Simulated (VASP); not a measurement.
Set up this calculation in VASP 6.6.1, as the native input.

```
Task                   : single point
Functional             : PBE
Potentials or basis    : VASP PAW PBE potentials, release 64 (K_sv, Sb, P)
Cutoff                 : 520 eV
k mesh                 : 4 × 4 × 4
Occupations            : gaussian, width 0.1 eV
Spin                   : no spin polarisation
Dipole correction      : no
Further INCAR settings : ALGO = Normal; EDIFF = 1e-06; NBANDS = 42
```

The structure of K6SbP lies in POSCAR:

```
K6SbP
1.0
    0.0000000000      6.5627294285      6.5627294285
    6.5627294285      0.0000000000      6.5627294285
    6.5627294285      6.5627294285      0.0000000000
K Sb P
6 1 1
Direct
    0.7594536121      0.2405463879      0.2405463879
    0.2405463879      0.7594536121      0.2405463879
    0.2405463879      0.7594536121      0.7594536121
    0.7594536121      0.2405463879      0.7594536121
    0.2405463879      0.2405463879      0.7594536121
    0.7594536121      0.7594536121      0.2405463879
    0.5000000000      0.5000000000      0.5000000000
    0.0000000000      0.0000000000      0.0000000000
```

The cell was generated, and may not be a known phase.

The input as run:

INCAR

```
ALGO     = Normal         # electronic algorithm
EDIFF    = 1E-6           # SCF threshold, eV
ENCUT    = 520            # plane-wave cutoff, eV
GGA      = PE             # functional
ISIF     = 2              # what is computed and relaxed
ISMEAR   = 0              # smearing method
LASPH    = True           # aspherical terms in the spheres
LCHARG   = True           # write CHGCAR
LELF     = True           # ELF
LREAL    = False          # projectors in reciprocal space
LVHAR    = True         
LWAVE    = False          # write WAVECAR
NBANDS   = 42             # bands
NELM     = 100            # most SCF steps
PREC     = Accurate       # precision mode
SIGMA    = 0.1            # smearing width, eV
```

KPOINTS

```
k-points
0
Gamma
  4 4 4
```

Potentials or basis: VASP PAW PBE potentials, release 64 (K_sv, Sb, P).

Run with:

```console
$ cat potpaw_PBE.64/K_sv/POTCAR potpaw_PBE.64/Sb/POTCAR potpaw_PBE.64/P/POTCAR > POTCAR
$ mpirun -np 1 vasp_std > vasp.out
```

Results of the run:

```yaml
Pressure: 0.2 GPa
Largest_force: 0.027 eV/Å
Band_gap_on_the_k_mesh: zero (filled and empty bands touch)
```

Caveat: semilocal functionals underestimate gaps, and a narrow one can read as zero; spin-orbit coupling is left out, which moves the levels of the heavy elements.

Run time: 4.3 min on 1 thread of AMD EPYC 9R45 96-Core Processor (Zen 5), with other jobs on the host, peak memory 0.77 GiB.
